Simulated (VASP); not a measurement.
## Li2Se: single point with r2SCAN

Crystal: Li2Se.

```xyz
3
Lattice="0.0000 2.8191 2.8191 2.8191 0.0000 2.8191 2.8191 2.8191 0.0000" Properties=species:S:1:pos:R:3 pbc="T T T"
Li    4.2287    4.2287    4.2287
Li    1.4096    1.4096    1.4096
Se    0.0000    0.0000    0.0000
```

| Item | Value |
| --- | --- |
| Program | VASP 6.6.1 |
| Task | single point |
| Functional | r2SCAN |
| Potentials or basis | VASP PAW PBE potentials, release 64 (Li_sv, Se) |
| Cutoff | 830 eV |
| k mesh | 8 × 8 × 8 |
| Occupations | fermi-dirac, width 0.03 eV |
| Spin | no spin polarisation |

| Item | Value |
| --- | --- |
| Pressure | 8.5 GPa |
| Band gap on the k mesh | 3.28 eV (least direct gap 5.03 eV) |

Levels at points of the mesh, in eV from the valence-band top:
| k point | band 3 | band 4 | band 5 | band 6 | band 7 | band 8 | band 9 | band 10 |
| --- | --- | --- | --- | --- | --- | --- | --- | --- |
| (0.00, 0.00, 0.00) | -12.37 | 0.00 | 0.00 | 0.00 | 5.03 | 6.36 | 6.36 | 6.36 |
| (0.50, 0.00, 0.00) | -11.82 | -3.62 | -0.69 | -0.69 | 6.65 | 6.65 | 6.73 | 9.48 |
| (0.50, 0.50, 0.00) | -11.66 | -2.76 | -1.88 | -1.88 | 3.28 | 7.37 | 12.70 | 12.70 |

Wall time 80 s on 1 thread of Intel(R) Xeon(R) 6975P-C (Granite Rapids) (shared host), peak memory 0.27 GiB.

Caveat: the cell stands under pressure; the PAW data sets were made with another functional, which shifts forces and pressure a little. A k mesh can miss the band edges.
